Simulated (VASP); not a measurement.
A run of VASP 6.6.1:

Contents of INCAR:

```
ALGO = Fast
EDIFF = 1E-6
ENCUT = 520
ISIF = 2
ISMEAR = 0
LASPH = True
LCHARG = True
LELF = True
LREAL = False
LVHAR = True
LWAVE = False
NBANDS = 11
NELM = 100
PREC = Accurate
SIGMA = 0.15
```

The input KPOINTS:

```
k-points
0
Gamma
  22 22 22
```

The input POSCAR:

```
Pt
1.0
    0.0000000000      1.9467672884      1.9467672884
    1.9467672884      0.0000000000      1.9467672884
    1.9467672884      1.9467672884      0.0000000000
Pt
1
Direct
    0.0000000000      0.0000000000      0.0000000000
```

Potentials or basis: VASP PAW LDA potentials, release 64 (Pt).

The run is started by

```sh
$ cat potpaw_LDA.64/Pt/POTCAR > POTCAR
$ mpirun -np 1 vasp_std > vasp.out
```

Hardware: 1 thread of Intel(R) Xeon(R) 6975P-C (Granite Rapids), on a shared host.

Estimate the wall time of this run.

Run time: 19 s on 1 thread of Intel(R) Xeon(R) 6975P-C (Granite Rapids), on a shared host, peak memory 0.16 GiB. Counts: scf iterations 13, k points 328.
